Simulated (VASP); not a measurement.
MoS2, 3 atoms in the cell. The structure is trigonal, space group P-3m1 (No. 164). Conventional cell: a = 3.227 Å, b = 3.227 Å, c = 6.312 Å, α = 90.00°, β = 90.00°, γ = 120.00°. Within 3.2 Å of Mo (site symmetry -3m) lie 6 S at 2.42 Å. S (site symmetry 3m) has 3 Mo at 2.42 Å within 3.2 Å. 

- Program: VASP 6.6.1
- Task: single point
- Functional: PBEsol
- Potentials or basis: VASP PAW PBE potentials, release 64 (Mo_sv, S)
- Cutoff: 520 eV
- k mesh: 9 × 9 × 4
- Occupations: fermi-dirac, width 0.05 eV
- Spin: no spin polarisation
- Dipole correction: no
- Further INCAR settings: ALGO = Normal; EDIFF = 1e-07; NBANDS = 20

Potentials or basis: VASP PAW PBE potentials, release 64 (Mo_sv, S).

Launch:

```sh
$ cat potpaw_PBE.64/Mo_sv/POTCAR potpaw_PBE.64/S/POTCAR > POTCAR
$ mpirun -np 1 vasp_std > vasp.out
```

Hardware: 1 thread of AMD EPYC 7571, with other jobs on the host.

Question: Estimate the wall time of this run.

Answer: It took 85 s on 1 thread of AMD EPYC 7571 (shared host), peak memory 0.16 GiB. Counts: scf iterations 16, k points 43.
